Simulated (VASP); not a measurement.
# Ir (Fm-3m) in VASP: notebook

Ir is run at these levels: PBE; tasks: single point.

All numbers are computed with VASP 6.6.1; they aren't measurements. Logs are shortened: lines on timing, memory, paths and dates and some standing lists are left out, and cuts for length are marked.

## (1) The cell of the first run

It takes space group Fm-3m (No. 225, cubic). The conventional cell has a = 3.865 Å, b = 3.865 Å, c = 3.865 Å, α = 90.00°, β = 90.00°, γ = 90.00°. Within 3.6 Å of Ir (site symmetry m-3m) lie 12 Ir at 2.73 Å.

## (2) Single point, PBE (volume scaled by 1.02)

The input, INCAR:

```
SYSTEM = Ir
ALGO = Normal
EDIFF = 1E-6
ENCUT = 520
GGA = PE
ISIF = 2
ISMEAR = -1
LASPH = .True.
LCHARG = .False.
LREAL = .False.
LWAVE = .False.
NBANDS = 10
NELM = 60
PREC = Accurate
SIGMA = 0.05
```

The input, KPOINTS:

```
k-points
0
Gamma
  15 15 15
  0 0 0
```

The input, POSCAR:

```
Ir
1.0
    0.0000000000      1.9324136155      1.9324136155
    1.9324136155      0.0000000000      1.9324136155
    1.9324136155      1.9324136155      0.0000000000
Ir
1
Direct
    0.0000000000      0.0000000000      0.0000000000
```

Potentials or basis: VASP PAW PBE potentials, release 64 (Ir).

The run is started by

```bash
cat potpaw_PBE.64/Ir/POTCAR > POTCAR
mpirun -np 1 vasp_std > vasp.out
```

OUTCAR:

```text
SYSTEM = Ir
   EDIFF = 1E-6
   ENCUT = 520
   GGA = PE
   ISIF = 2
   ISMEAR = -1
   LASPH = .True.
   LREAL = .False.
   NELM = 60
   PREC = Accurate

 ion  position               nearest neighbor table
   1  0.000  0.000  0.000-

  LATTYP: Found a face centered cubic cell.
 ALAT       =     3.8648272310

  Lattice vectors:

 A1 = (   0.0000000000,   1.9324136155,   1.9324136155)
 A2 = (   1.9324136155,   0.0000000000,   1.9324136155)
 A3 = (   1.9324136155,   1.9324136155,   0.0000000000)

Analysis of symmetry for initial positions (statically):
=====================================================================
 Subroutine PRICEL returns:
 Original cell was already a primitive cell.

 Routine SETGRP: Setting up the symmetry group for a
 face centered cubic supercell.

 Subroutine GETGRP returns: Found 48 space group operations
[... 9 lines left out ...]

 Routine SETGRP: Setting up the symmetry group for a
 face centered cubic supercell.

 Subroutine GETGRP returns: Found 48 space group operations
 (whereof 48 operations were pure point group operations)
 out of a pool of 48 trial point group operations.

The dynamic configuration has the point symmetry O_h .

 Subroutine INISYM returns: Found 48 space group operations
 (whereof 48 operations are pure point group operations),
 and found     1 'primitive' translations

----------------------------------------------------------------------------------------

                                     Primitive cell

  volume of cell :      14.4321

  direct lattice vectors                    reciprocal lattice vectors
     0.000000000  1.932413616  1.932413616    -0.258743778  0.258743778  0.258743778
     1.932413616  0.000000000  1.932413616     0.258743778 -0.258743778  0.258743778
     1.932413616  1.932413616  0.000000000     0.258743778  0.258743778 -0.258743778

  length of vectors
     2.732845543  2.732845543  2.732845543     0.448157370  0.448157370  0.448157370

  position of ions in fractional coordinates (direct lattice)
     0.000000000  0.000000000  0.000000000

  ion indices of the primitive-cell ions
   primitive index   ion index
                 1           1

----------------------------------------------------------------------------------------

 KPOINTS: k-points

Automatic generation of k-mesh.
 Grid dimensions read from file:
 generate k-points for:   15   15   15

 Generating k-lattice:

[... 59 lines left out ...]
   ENCUT  =  520.0 eV  38.22 Ry    6.18 a.u.   5.08  5.08  5.08*2*pi/ulx,y,z
   NELM   =     60;   NELMIN=  2; NELMDL= -5     # of ELM steps
   EDIFF  = 0.1E-05   stopping-criterion for ELM
   LREAL  =      F    real-space projection
   EDIFFG = 0.1E-04   stopping-criterion for IOM
   NSW    =      0    number of steps for IOM
   IBRION =     -1    ionic relax: 0-MD 1-quasi-New 2-CG
   NFREE  =      0    steps in history (QN), initial steepest desc. (CG)
   ISIF   =      2    stress and relaxation
   ISYM   =      2    0-nonsym 1-usesym 2-fastsym
   POTIM  = 0.5000    time-step for ionic-motion
   TEBEG  =    0.0;   TEEND  =   0.0 temperature during run
   PSTRESS=    0.0 pullay stress
   NELECT =       9.0000    total number of electrons
   NUPDOWN=      -1.0000    fix difference up-down
   EMIN   =  10.00;   EMAX   =-10.00  energy-range for DOS
   EFERMI =   0.00;   METHOD = LEGACY
   ISMEAR =    -1;   SIGMA  =   0.05  broadening in eV -4-tet -1-fermi 0-gaus
   EFERMI_NEDOS =   21; number of points for ismear=-14 and -15
   IALGO  =     38    algorithm
   IMIX   =      4    mixing-type and parameters
     AMIX     =   0.40;   BMIX     =  1.00
     AMIX_MAG =   1.60;   BMIX_MAG =  1.00
  volume/ion in A,a.u.               =      14.43        97.39
  Fermi-wavevector in a.u.,A,eV,Ry     =   1.398660  2.643085 26.616406  1.956251
  Thomas-Fermi vector in A             =   2.521796
   LORBIT       =      0    0 simple, 1 ext, 2 COOP (PROOUT), +10 PAW based schemes
   GGA     = PE    functional components
   LHFCALC =     F    Hartree Fock is set to
   AEXX    =    0.0000 exact exchange contribution
   IVDW    =     0    specifies the selected vdW correction
   LEPSILON=     F    determine dielectric tensor
   LRPA    =     F    only Hartree local field effects (RPA)
 non-spin polarized calculation
  energy-cutoff  :      520.00
  volume of cell :       14.43
 maximum number of plane-waves:       397
   NGX = 11   NGY = 11   NGZ = 11

 number of electron       9.0000000 magnetization

 Free energy of the ion-electron system (eV)
  ---------------------------------------------------
  ext. energy  EPLUGINS =         0.00000000
  ---------------------------------------------------
  free energy    TOTEN  =        -8.85883715 eV

  energy without entropy =       -8.85061320  energy(sigma->0) =       -8.85472518

 E-fermi :  10.1069     XC(G=0): -13.8700

 val. band max:       10.0843750310   @ k =  -0.4000   0.4667   0.0667
 cond. band min:      10.1158766054   @ k =  -0.3333   0.2667   0.0667
 fundamental gap:      0.0315015744
 Fermi energy:        10.1068831982

 k-point     1 :       0.0000    0.0000    0.0000
  band No.  band energies     occupation
      1      -0.8423      2.00000
      2       6.2922      2.00000
      3       6.2922      2.00000
      4       6.2922      2.00000
      5       8.8964      2.00000
      6       8.8964      2.00000
      7      24.4269      0.00000
      8      29.8948      0.00000
      9      29.8948      0.00000
     10      29.8948      0.00000
[... 287 lines left out ...]
 k-point    24 :       0.2000    0.1333    0.0000
  band No.  band energies     occupation
      1       0.7764      2.00000
      2       5.2758      2.00000
      3       7.0527      2.00000
      4       7.1470      2.00000
      5       7.9184      2.00000
      6       9.3492      2.00000
      7      27.0451      0.00000
      8      27.0635      0.00000
      9      30.0780      0.00000
     10      30.6158      0.00000

 [... further k-points ...]
[... 5 lines left out ...]
  --------------------------------------------------------------------------------------
  -------------------------------------------------------------------------------------
  Total        0.1817394      0.1817394      0.1817394     -0.0000000     -0.0000000     -0.0000000
  in kB       20.1757370     20.1757370     20.1757370     -0.0000000     -0.0000000     -0.0000000
  external PRESSURE =      20.1757370 kB  Pullay stress =       0.0000000 kB

 VOLUME and BASIS-vectors are now :
 -----------------------------------------------------------------------------
  energy-cutoff  :      520.00
  volume of cell :       14.43
      direct lattice vectors                 reciprocal lattice vectors
     0.000000000  1.932413616  1.932413616    -0.258743778  0.258743778  0.258743778
     1.932413616  0.000000000  1.932413616     0.258743778 -0.258743778  0.258743778
     1.932413616  1.932413616  0.000000000     0.258743778  0.258743778 -0.258743778

 POSITION                                       TOTAL-FORCE (eV/Angst)
 -----------------------------------------------------------------------------------
      0.00000      0.00000      0.00000        -0.000000      0.000000     -0.000000
 -----------------------------------------------------------------------------------
    total drift:                                0.000000      0.000000      0.000000

  FREE ENERGIE OF THE ION-ELECTRON SYSTEM (eV)
  ---------------------------------------------------
  free  energy   TOTEN  =        -8.8588371510 eV

  energy  without entropy=       -8.8506132025  energy(sigma->0) =       -8.85472518
```

Wall time 18 s (1 thread of Intel Xeon 8259CL, shared host); peak memory 0.14 GiB.

What came out:

| Item | Value |
| --- | --- |
| Free energy | -8.8588 eV |
| Pressure | 2.0 GPa |

Caveat: spin-orbit coupling is left out, which moves the levels of the heavy elements.

## (3) Single point, PBE (volume scaled by 1.06)

The input, INCAR:

```
PREC = Accurate ; ENCUT = 520
EDIFF = 1E-6 ; ISMEAR = -1
SIGMA = 0.05 ; LREAL = False
LASPH = True ; NELM = 80
ALGO = Normal ; ISIF = 2
LWAVE = False ; LCHARG = False
GGA = PE ; NBANDS = 10
```

The input, KPOINTS:

```
regular mesh
0
Gamma
  15 15 15
```

The input, POSCAR:

```
Ir
1.0
    0.0000000000      1.9573507352      1.9573507352
    1.9573507352      0.0000000000      1.9573507352
    1.9573507352      1.9573507352      0.0000000000
Ir
1
Direct
    0.0000000000      0.0000000000      0.0000000000
```

Potentials or basis: VASP PAW PBE potentials, release 64 (Ir).

The run is started by

```bash
cat potpaw_PBE.64/Ir/POTCAR > POTCAR
mpirun -np 1 vasp_std > vasp.out
```

Wall time 19 s (1 thread of Intel Xeon 8259CL, shared host); peak memory 0.16 GiB.

The run converged. Its results:

```yaml
Free_energy: -8.8432 eV
Pressure: -10.5 GPa
```

Levels at points of the mesh, in eV from the Fermi level:
```csv
k point,band 1,band 2,band 3,band 4,band 5,band 6,band 7,band 8,band 9
"(0.00, 0.00, 0.00)",-10.53,-3.59,-3.59,-3.59,-1.14,-1.14,14.39,19.64,19.64
```

Caveat: spin-orbit coupling is left out, which moves the levels of the heavy elements.
